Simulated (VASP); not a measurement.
Here is a VASP 6.6.1 calculation.

The input INCAR:

```
SYSTEM = TiSi2
PREC = Accurate ; ENCUT = 520
EDIFF = 1E-7 ; ISMEAR = -1
SIGMA = 0.05 ; LREAL = .FALSE.
LASPH = .TRUE. ; NELM = 80
ALGO = Normal ; ISIF = 2
LWAVE = .FALSE. ; LCHARG = .FALSE.
GGA = PE ; NBANDS = 17
```

The input KPOINTS:

```
Automatic mesh
0
G
  7 7 10
  0 0 0
```

POSCAR

```
TiSi2
1.0
    4.3830179343      0.0000000000      0.0000000000
   -2.1915089672      3.7958048764      0.0000000000
    0.0000000000      0.0000000000      2.5496585839
Ti Si
1 2
Direct
    0.0000000000      0.0000000000      0.0000000000
    0.3333333333      0.6666666667      0.5000000000
    0.6666666667      0.3333333333      0.5000000000
```

Potentials or basis: VASP PAW PBE potentials, release 64 (Ti_sv, Si).

Command:

```bash
$ cat potpaw_PBE.64/Ti_sv/POTCAR potpaw_PBE.64/Si/POTCAR > POTCAR
$ mpirun -np 1 vasp_std > vasp.out
```

Question: What does it give for the pressure?

Answer: -0.1 GPa.

Question: Predict the band gap on the k mesh.

Answer: Zero (band 10 reaches 11.32 eV, above the bottom of band 11 at 8.65 eV).
